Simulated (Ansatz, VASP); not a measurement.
# Two plane-wave programs on MnSb

```
Mn Sb
1.0
     0.00000    2.55068    2.55068
     2.55068    0.00000    2.55068
     2.55068    2.55068    0.00000
Mn Sb
1 1
Direct
  0.00000 0.00000 0.00000
  0.50000 0.50000 0.50000
```

Change from the starting cell: volume scaled by 0.76, no spin polarisation, PAW files.

Alike in both runs: task single point; functional PBE; k mesh 12 × 12 × 12; occupations fermi-dirac, width 0.08 eV; no spin polarisation.

|  | VASP | Ansatz |
| --- | --- | --- |
| version | VASP 6.6.1 | Ansatz 0.2.0 |
| potentials or method | VASP PAW PBE potentials, release 64 (Mn_pv, Sb) | PAW with Ansatz's default frozen-core files, scalar-relativistic |
| plane-wave cutoff (eV) | 520 | 420 |
| valence electrons in the cell | 18 | 30 |

```csv
,VASP,Ansatz,Ansatz less VASP
pressure (GPa),11.5,11.8,+0.31
```

VASP's potentials hold 18 valence electrons a cell and Ansatz's 30, so a difference there can come from the potentials and not from the codes.

Neither program's run includes spin-orbit coupling.
